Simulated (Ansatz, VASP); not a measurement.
Two plane-wave programs on La

File INCAR:

```
SYSTEM = La
PREC = Accurate
ENCUT = 520
EDIFF = 1E-6
ISMEAR = -1
SIGMA = 0.2
LREAL = .False.
LASPH = .True.
NELM = 60
ALGO = Normal
ISIF = 2
LWAVE = .False.
LCHARG = .True.
LELF = .True.
LVHAR = .True.
NBANDS = 30
```

KPOINTS

```
regular mesh
0
Gamma
  10 10 3
  0 0 0
```

File POSCAR:

```
La
1.0
    3.5996230182      0.0000000000      0.0000000000
   -1.7998115091      3.1173649778      0.0000000000
    0.0000000000      0.0000000000     11.5524372057
La
4
Direct
    0.0000000000      1.0000000000      0.0000000000
    1.0000000000      1.0000000000      0.5000000000
    0.3333333333      0.6666666667      0.7500000000
    0.6666666667      0.3333333333      0.2500000000
```

Input for Ansatz:

```yaml
crystal:
  lattice:
    - [3.5996230182, 0.0, 0.0]
    - [-1.7998115091, 3.1173649778, 0.0]
    - [0.0, 0.0, 11.5524372057]
  atoms:
    - { symbol: La, position: [0.0, 1.0, 0.0] }
    - { symbol: La, position: [1.0, 1.0, 0.5] }
    - { symbol: La, position: [0.3333333333, 0.6666666667, 0.75] }
    - { symbol: La, position: [0.6666666667, 0.3333333333, 0.25] }
hamiltonian:
  xc: lda
  pseudopotentials:
    kind: paw
    azcp:
      La: "pseudopotentials/La.paw.azcp"
basis:
  ecutwfc: 420
  fft_grid_basis: typed
kpoints:
  mp_grid: { grid: [10, 10, 3], shift: [0, 0, 0] }
magnetization:
  spin_polarized: false
scf:
  occupations: { method: fermi_dirac, width: 0.2 }
  lower_state_search: "off"
output:
  stress: true
```

Alike in both runs: task single point; functional LDA; k mesh 10 × 10 × 3; occupations fermi-dirac, width 0.2 eV; no spin polarisation.

```csv
,VASP,Ansatz
version,VASP 6.6.1,Ansatz 0.2.0
potentials or method,"VASP PAW LDA potentials, release 64 (La), cutoff 520 eV","plane waves (420 eV) with PAW, scalar-relativistic"
valence electrons in the cell,44,44
```

```csv
,VASP,Ansatz,Ansatz less VASP
pressure (GPa),0.2,0.3,+0.09
"traceless stress, the component that is largest in VASP (GPa)",0.18,0.19,+0.004
```

Ansatz warns that its potentials were made for another functional, while VASP's fit it. LDA's correlation is that of Perdew and Zunger in VASP and of Perdew and Wang (1992) in Ansatz.

Neither program's run includes spin-orbit coupling.
